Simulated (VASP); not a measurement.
A run of VASP 6.6.1 is set up as follows.

INCAR

```
SYSTEM = Li2Se
PREC = Accurate ; ENCUT = 750
EDIFF = 1E-8 ; ISMEAR = 0
SIGMA = 0.01 ; LREAL = .False.
LASPH = .True. ; NELM = 120
ALGO = Normal ; ISIF = 3
LWAVE = .False. ; LCHARG = .True.
GGA = PS ; IBRION = 6
NFREE = 2 ; POTIM = 0.015
NSW = 1 ; GGA_COMPAT = .False.
```

Contents of KPOINTS:

```
Automatic mesh
0
Gamma
  6 6 6
  0 0 0
```

File POSCAR:

```
Li2Se
1.0
    0.0000000000      2.8280258228      2.8280258228
    2.8280258228      0.0000000000      2.8280258228
    2.8280258228      2.8280258228      0.0000000000
Li Se
2 1
Direct
    0.2500000000      0.2500000000      0.2500000000
    0.7500000000      0.7500000000      0.7500000000
    0.0000000000      0.0000000000      0.0000000000
```

Potentials or basis: VASP PAW PBE potentials, release 64 (Li_sv, Se).

Run with:

```console
$ cat potpaw_PBE.64/Li_sv/POTCAR potpaw_PBE.64/Se/POTCAR > POTCAR
$ mpirun -np 1 vasp_std > vasp.out
```

(1) Estimate the elastic constants C11, C12, C44.

(2) Predict the Voigt bulk modulus.

(3) Predict the highest phonon frequency at Γ, LO-TO splitting left out.

## Answers

(1) 91, 37, 37 GPa.

(2) 55 GPa.

(3) 423 cm⁻¹.

Caveat: the cell is under stress, which shifts elastic constants; the PAW data sets were made with another functional, which shifts forces and pressure a little.
